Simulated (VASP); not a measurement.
Set up this calculation in VASP 6.6.1, as the native input.

* Task: single point
* Functional: PBE
* Potentials or basis: VASP PAW PBE potentials, release 64 (Cu, Si)
* Cutoff: 400 eV
* k mesh: 1 × 1 × 1, shifted
* Occupations: fermi-dirac, width 0.1853 eV
* Spin: no spin polarisation
* Dipole correction: no
* Mended: yes
* Further INCAR settings: LREAL = Auto; ALGO = Normal; EDIFF = 1e-06; NBANDS = 118; ISYM = -1

The structure of Cu5Si3 lies in POSCAR:

```
Cu5Si3
1.0
    6.7017400000      0.1472560000     -0.1241750000
    0.1472560000      6.7720700000      0.0166020000
   -0.1241750000      0.0166020000      6.8991740000
Cu Si
15 9
Direct
    0.3128943162      0.5803518277      0.9370698073
    0.8840328100      0.3084231502      0.7692869223
    0.5406161957      1.0078714542      0.2119613644
    0.7572278515      1.0484521123      0.5401493522
    0.0830251859      0.8387611932      0.1371840367
    0.5709963519      0.2225383983      0.8247650935
    0.5371265244      0.3427497696      0.1609122128
    0.9899021951      0.6745547323      0.7878024453
    0.2052710275      0.4850257250      0.2951721659
    0.8988722408      0.0286157254      0.8938666255
    0.9384999544      0.3336333473      0.1126893235
    0.2884328266     -0.0552354833      0.8063543789
    0.2242316054      0.1290336418      0.0641908355
    0.5986994441      0.8393858149      0.7898096236
    0.4689489544      0.7247092463      0.3339782579
    0.7734087625      0.6489247537      0.5484316796
    0.5695509613      0.4008782009      0.5281270788
    0.2751306005      0.6024728493      0.5822226093
    0.4242910514      0.0206220013      0.5328852374
    0.2319097856      0.2812447816      0.7294630012
    0.8721585742      0.6386719503      0.2520336578
    0.9978334162      0.2715949732      0.4395176792
    0.0903517162      0.8845235595      0.4990788121
    0.6831758474      0.5554066569      0.9878628224
```

The input as run:

INCAR

```
  ALGO = Normal
  EDIFF = 1E-6
  ENCUT = 400
  GGA = PE
  GGA_COMPAT = F
  ISIF = 2
  ISMEAR = -1
  ISYM = -1
  LASPH = T
  LCHARG = F
  LREAL = Auto
  LWAVE = F
  NBANDS = 118
  NELM = 120
  PREC = Accurate
  SIGMA = 0.1853
```

KPOINTS

```
explicit points
1
Reciprocal
  0.25000000   0.25000000   0.25000000 1
```

Potentials or basis: VASP PAW PBE potentials, release 64 (Cu, Si).

Run with:

```sh
$ cat potpaw_PBE.64/Cu/POTCAR potpaw_PBE.64/Si/POTCAR > POTCAR
$ mpirun -np 1 vasp_std > vasp.out
```

It gave:

```json
{
 "Pressure": "14.2 GPa",
 "Largest force": "4.402 eV/Å",
 "Band gap on the k mesh": "zero (an odd number of electrons rules out a gap without spin polarisation)"
}
```

Caveat: the atoms stand as in a frame of molecular dynamics.

It took 76 s on 1 thread of Intel(R) Xeon(R) 6975P-C (Granite Rapids), with other jobs on the host, peak memory 0.31 GiB.
